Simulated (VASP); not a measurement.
The system is OsC6.

```xyz
7
Lattice="0.0000 3.2015 3.2015 3.2015 0.0000 3.2015 3.2015 3.2015 0.0000" Properties=species:S:1:pos:R:3 pbc="T T T"
Os    0.0000    0.0000    0.0000
C     4.3397    3.2015    3.2015
C     2.0633    3.2015    3.2015
C     3.2015    4.3397    3.2015
C     3.2015    2.0633    3.2015
C     3.2015    3.2015    4.3397
C     3.2015    3.2015    2.0633
```

Base run:

```yaml
Program: VASP 6.6.1
Functional: PBE
Potentials_or_basis: VASP PAW PBE potentials, release 64 (Os, C)
Cutoff: 520 eV
k_mesh: 6 × 6 × 6
Occupations: gaussian, width 0.1 eV
Spin: no spin polarisation
```

Its results: band gap on the k mesh 0.96 eV, direct; pressure 0.9 GPa; largest force 0.038 eV/Å.

The run is repeated on the same cell with these changes: potentials or basis from VASP PAW PBE potentials, release 64 (Os, C) to VASP PAW PBE potentials, release 64 (Os_sv_GW, C); cutoff from 520 eV to 600 eV; further incar settings from ALGO = Normal; EDIFF = 1e-06; NBANDS = 25 to ALGO = Normal; EDIFF = 1e-06; NBANDS = 29; valence electrons from 32 to 40. What comes out?

Band gap on the k mesh 0.93 eV, direct; pressure 0.0 GPa; largest force 0.099 eV/Å.

Caveats: spin-orbit coupling is left out, which moves the levels of the heavy elements.

A k mesh can miss the band edges.
